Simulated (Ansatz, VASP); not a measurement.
Two plane-wave programs on CdH2

File INCAR:

```
PREC     = Accurate       # precision mode
ENCUT    = 600            # plane-wave cutoff, eV
EDIFF    = 1E-7           # SCF threshold, eV
ISMEAR   = 0              # smearing method
SIGMA    = 0.02           # smearing width, eV
LREAL    = False          # projectors in reciprocal space
LASPH    = True           # aspherical terms in the spheres
NELM     = 80             # most SCF steps
ALGO     = Normal         # electronic algorithm
ISIF     = 3              # what is computed and relaxed
LWAVE    = False          # write WAVECAR
LCHARG   = False          # write CHGCAR
GGA      = PE             # functional
IBRION   = 2              # ionic algorithm
NSW      = 100            # ionic steps
EDIFFG   = -0.01          # ionic threshold
```

Contents of KPOINTS:

```
regular mesh
0
Gamma
  12 12 12
```

Contents of POSCAR:

```
CdH2
1.0
    1.5851764700      0.9152020616      5.3854825300
   -1.5851764700      0.9152020616      5.3854825300
    0.0000000000     -1.8304041233      5.3854825300
Cd H
1 2
Direct
    0.0000000000      0.0000000000      0.0000000000
    0.2707590900      0.2707590900      0.2707590900
    0.7292409100      0.7292409100      0.7292409100
```

Input for Ansatz:

```yaml
crystal:
  lattice:
    - [1.58517647, 0.9152020616, 5.38548253]
    - [-1.58517647, 0.9152020616, 5.38548253]
    - [0.0, -1.8304041233, 5.38548253]
  atoms:
    - { symbol: Cd, position: [0.0, 0.0, 0.0] }
    - { symbol: H, position: [0.27075909, 0.27075909, 0.27075909] }
    - { symbol: H, position: [0.72924091, 0.72924091, 0.72924091] }
basis:
  ecutwfc: 420
kpoints:
  mp_grid: { grid: [12, 12, 12] }
hamiltonian:
  xc: pbe
scf:
  occupations: { method: gaussian, width: 0.02 }
output:
  forces: true
  stress: true
  eigenvalues: true
  write_density: true
  write_potential: true
  elf: true
  volumetric_format: npy
relax:
  adjacent_minimum: "off"
  f_tol: 0.01
  max_steps: 80
  cell: { stress_tol: 0.05 }
```

Change from the starting cell: ordered vacancies on the cation sites of rock salt (R-3m, No. 166).

Alike in both runs: task relaxation of cell and atoms; functional PBE; k mesh 12 × 12 × 12; occupations gaussian, width 0.02 eV; no spin polarisation.

|  | VASP | Ansatz |
| --- | --- | --- |
| version | VASP 6.6.1 | Ansatz 0.2.0 |
| potentials or method | VASP PAW PBE potentials, release 64 (Cd, H), cutoff 600 eV | scalar-relativistic, plane waves, PAW |
| valence electrons in the cell | 14 | 22 |

Ansatz gave:

| Item | Value |
| --- | --- |
| gap on the k mesh at the Fermi level, each at its own relaxed structure (eV) | 1.77 |
| relaxed volume (Å³/atom) | 15.65 |
| relaxed length of the cell vector where the two differ most in proportion (Å) | 5.694 |

Problem. Which values does VASP return?

Solution. gap on the k mesh at the Fermi level, each at its own relaxed structure (eV): 1.77; relaxed volume (Å³/atom): 15.71; relaxed length of the cell vector where the two differ most in proportion (Å): 5.705.

VASP's potentials hold 14 valence electrons a cell and Ansatz's 22, so a difference there can come from the potentials and not from the codes.
